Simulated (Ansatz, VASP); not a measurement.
**Ge: VASP beside Ansatz**

INCAR

```
ALGO = Normal
EDIFF = 1E-6
ENCUT = 520
GGA = PS
ISIF = 2
ISMEAR = 0
LASPH = T
LCHARG = F
LREAL = F
LWAVE = F
NBANDS = 13
NELM = 80
PREC = Accurate
SIGMA = 0.15
```

Contents of KPOINTS:

```
k-points
0
Gamma
  14 14 12
```

Contents of POSCAR:

```
Ge
1.0
    1.3788254233     -2.5229675922     -0.0116705550
    1.3899622192      2.5290790385     -0.0240892534
   -0.0341758481     -0.0065130429      2.6324687216
Ge
1
Direct
    0.5000000000      0.5000000000      0.0000000000
```

Input for Ansatz:

```yaml
crystal:
  lattice:
    - [1.3788254233, -2.5229675922, -0.011670555]
    - [1.3899622192, 2.5290790385, -0.0240892534]
    - [-0.0341758481, -0.0065130429, 2.6324687216]
  atoms:
    - { symbol: Ge, position: [0.5, 0.5, 0.0] }
basis:
  ecutwfc: 420
kpoints:
  mp_grid: { grid: [14, 14, 12] }
hamiltonian:
  xc: pbesol
scf:
  occupations: { method: gaussian, width: 0.15 }
output:
  forces: true
  stress: true
  eigenvalues: true
```

Change from the starting cell: cell sheared at random, sigma 0.01, atoms nudged by 0.01 Å.

Alike in both runs: task single point; functional PBEsol; k mesh 14 × 14 × 12; occupations gaussian, width 0.15 eV; no spin polarisation.

```csv
,VASP,Ansatz
version,VASP 6.6.1,Ansatz 0.2.0
potentials or method,"VASP PAW PBE potentials, release 64 (Ge_d), cutoff 520 eV","scalar-relativistic, plane waves, PAW"
valence electrons in the cell,14,14
```

|  | VASP | Ansatz | Ansatz less VASP |
| --- | --- | --- | --- |
| gap on the k mesh at the Fermi level (eV) | none | none | - |
| pressure (GPa) | -0.1 | 0.1 | +0.13 |
| traceless stress, the component that is largest in VASP (GPa) | 2.38 | 2.35 | -0.031 |

VASP's potentials were made for PBE, not for PBEsol. A gap of «none» marks a metal or a gap that the smearing closes. With one functional, cell and mesh, what is left measures potentials, basis and numerics.
